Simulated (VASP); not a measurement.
Wanted: the native input for a VASP 6.6.1 run.

| Property | Result |
| --- | --- |
| Task | relaxation of cell and atoms |
| Functional | PBE |
| Potentials or basis | VASP PAW PBE potentials, release 64 (Be, Zn, Te, O) |
| Cutoff | 600 eV |
| k mesh | 6 × 6 × 10 |
| Occupations | gaussian, width 0.01 eV |
| Spin | no spin polarisation |
| Dipole correction | no |
| Further INCAR settings | ALGO = Normal; EDIFF = 1e-06; IBRION = 2; EDIFFG = -0.01; NSW = 100; ISIF = 3 |

The structure of Be2ZnTe2O lies in POSCAR:

```
Be2ZnTe2O
1.0
    7.2794392888      0.0000000000      0.0000000000
   -3.6397196444      6.3041793494      0.0000000000
    0.0000000000      0.0000000000      4.1183377619
Be Zn Te O
2 1 2 1
Direct
    0.3333333333      0.6666666667      0.0000000000
    0.6666666667      0.3333333333      0.0000000000
    0.0000000000      0.0000000000      0.5000000000
    0.3333333333      0.6666666667      0.5000000000
    0.6666666667      0.3333333333      0.5000000000
    0.0000000000      0.0000000000      0.0000000000
```

These files were run (other wordings do the same):

INCAR

```
  PREC = Accurate
  ENCUT = 600
  EDIFF = 1E-6
  ISMEAR = 0
  SIGMA = 0.01
  LREAL = F
  LASPH = T
  NELM = 80
  ALGO = Normal
  ISIF = 3
  LWAVE = F
  LCHARG = F
  GGA = PE
  IBRION = 2
  NSW = 100
  EDIFFG = -0.01
```

KPOINTS

```
Automatic mesh
0
Gamma
  6 6 10
```

Potentials or basis: VASP PAW PBE potentials, release 64 (Be, Zn, Te, O).

Run with:

```console
$ cat potpaw_PBE.64/Be/POTCAR potpaw_PBE.64/Zn/POTCAR potpaw_PBE.64/Te/POTCAR potpaw_PBE.64/O/POTCAR > POTCAR
$ mpirun -np 1 vasp_std > vasp.out
```

It gave:

- Relaxed volume: 32.91 Å³/atom
- Relaxed cell: a = 7.443 Å, b = 7.443 Å, c = 4.116 Å, α = 90.00°, β = 90.00°, γ = 120.00°
- Space group after relaxing (to 0.05 Å): P6/mmm (No. 191)
- Energy gained by relaxing: 0.5 meV/atom
- Ionic steps: 10
- Pressure after relaxing: 0.0 GPa
- Band gap on the k mesh: 0.22 eV, indirect (least direct gap 0.77 eV)

Caveat: spin-orbit coupling is left out, which moves the levels of the heavy elements.

Run time: 19 min on 1 thread of Intel(R) Xeon(R) Platinum 8488C (Sapphire Rapids), with other jobs on the host, peak memory 0.55 GiB.
